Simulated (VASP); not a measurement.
Write the native input for VASP 6.6.1 that does the following.

| Property | Result |
| --- | --- |
| Task | single point |
| Functional | PBEsol |
| Potentials or basis | VASP PAW PBE potentials, release 64 (Hf_pv, N) |
| Cutoff | 520 eV |
| k mesh | 16 × 16 × 16 |
| Occupations | gaussian, width 0.15 eV |
| Spin | no spin polarisation |
| Dipole correction | no |
| Further INCAR settings | ALGO = Normal; EDIFF = 1e-06; NBANDS = 14 |

The structure of HfN lies in POSCAR:

```
HfN
1.0
    0.0000000000      2.4548220000      2.6389336500
    2.4548220000      0.0000000000      2.6389336500
    2.4548220000      2.4548220000      0.0000000000
Hf N
1 1
Direct
    0.0000000000      0.0000000000      0.0000000000
    0.7500000000      0.7500000000      0.7500000000
```

This cell differs from its parent crystal: strain +0.0750 x Voigt [0, 0, 1, 0, 0, 0].

One way to write it, as run:

INCAR

```
  PREC = Accurate
  ENCUT = 520
  EDIFF = 1E-6
  ISMEAR = 0
  SIGMA = 0.15
  LREAL = False
  LASPH = True
  NELM = 100
  ALGO = Normal
  ISIF = 2
  LWAVE = False
  LCHARG = True
  GGA = PS
  LELF = True
  LVHAR = True
  NBANDS = 14
```

KPOINTS

```
Automatic mesh
0
Gamma
  16 16 16
```

Potentials or basis: VASP PAW PBE potentials, release 64 (Hf_pv, N).

Command:

```sh
$ cat potpaw_PBE.64/Hf_pv/POTCAR potpaw_PBE.64/N/POTCAR > POTCAR
$ mpirun -np 1 vasp_std > vasp.out
```

It gave:

The pressure is -17.5 GPa.

Caveat: the cell differs from its parent crystal (strain +0.0750 x Voigt [0, 0, 1, 0, 0, 0]); the PAW data sets were made with another functional, which shifts forces and pressure a little.

Wall time 2.2 min on 1 thread of Intel(R) Xeon(R) Platinum 8259CL CPU @ 2.50GHz (Skylake/Cascade Lake) (shared host), peak memory 0.29 GiB.
